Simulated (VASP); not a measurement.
Crystal: KGeO.

```xyz
3
Lattice="3.9395 0.0000 0.0000 -1.9697 3.4117 0.0000 0.0000 0.0000 5.9001" Properties=species:S:1:pos:R:3 pbc="T T T"
K     0.0000    0.0000    1.4682
Ge    0.0000    0.0000    3.6456
O     0.0000    0.0000    5.6391
```

```yaml
Program: VASP 6.6.1
Task: relaxation of cell and atoms
Functional: PBE
Potentials_or_basis: VASP PAW PBE potentials, release 64 (K_sv, Ge_d, O)
Cutoff: 600 eV
k_mesh: 6 × 6 × 4
Occupations: gaussian, width 0.1 eV
Spin: no spin polarisation
```

At the start: pressure 15.9 GPa; volume 26.43 Å³/atom.

Question: Where does the relaxation end?

Answer: Over 15 steps the energy falls by 1771.4 meV/atom and the volume is 31.87 Å³/atom (+20.6 %); space group P6mm (No. 183, to 0.05 Å).

Step by step:
```
step  energy change (eV)  largest force (eV/Å)  pressure (GPa)  volume (Å³)
   1              0.0000               11.0062           15.85        79.30
   2             -3.6648               11.3599            6.70       107.80
   3             -5.0765                1.6455            0.55        95.77
   4             -5.0978                1.3069            0.42        95.07
   5             -5.1189                1.4853            0.30        93.41
   6             -5.2333                0.9191            0.13        94.35
   7             -5.3047                0.8161            0.45        95.97
   8             -5.1878                2.3334           -2.68        97.98
   9             -5.3121                0.0683           -0.28        96.34
  10             -5.3122                0.0855           -0.22        96.32
  11             -5.3140                0.0558           -0.01        95.82
  12             -5.3140                0.0544           -0.04        95.85
  13             -5.3141                0.0833           -0.11        95.69
  14             -5.3141                0.0516           -0.07        95.74
  15             -5.3142                0.0320           -0.07        95.62
```

Final structure:
```
K Ge O
1.0
     3.90949    0.00000    0.00000
    -1.95475    3.38572    0.00000
     0.00000    0.00000    7.22436
K Ge O
1 1 1
Direct
  0.00000 0.00000 0.23471
  0.00000 0.00000 0.67704
  0.00000 0.00000 0.91073
```

Caveat: the volume moved by over 15 % at a fixed basis, so the end points are rough; an odd number of electrons without spin polarisation forces a metal; a magnetic or distorted state may lie lower.
